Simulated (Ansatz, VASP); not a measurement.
**Pd2S in VASP and in Ansatz**

```
Pd S
1.0
     3.70219    0.00000    0.00000
     0.00000    6.66686    0.00000
     0.00000    0.00000    3.94472
Pd S
4 2
Direct
  0.26963 0.32995 0.00000
  0.73037 0.67005 0.00000
  0.76963 0.17005 0.50000
  0.23037 0.82995 0.50000
  0.00000 0.00000 0.00000
  0.50000 0.50000 0.50000
```

Alike in both runs: functional PBE; k mesh 10 × 6 × 10; occupations gaussian, width 0.1 eV; no spin polarisation.

Ansatz relaxed the structure, and its values are those at the end. VASP's run is a single point on that final structure, the one shown.

```csv
,VASP,Ansatz
version,VASP 6.6.1,Ansatz 0.2.0
potentials or method,"VASP PAW PBE potentials, release 64 (Pd, S), cutoff 520 eV","scalar-relativistic, plane waves, PAW"
valence electrons in the cell,52,84
```

VASP gave:

```
gap on the k mesh at the Fermi level (eV) : none
pressure (GPa)                            : -0.1
```

Task: What did Ansatz give for the same quantities?

Result: gap on the k mesh at the Fermi level (eV): none; pressure (GPa): 0.0.

A gap of «none» marks a metal or a gap that the smearing closes. VASP's potentials hold 52 valence electrons a cell and Ansatz's 84, so a difference there can come from the potentials and not from the codes.
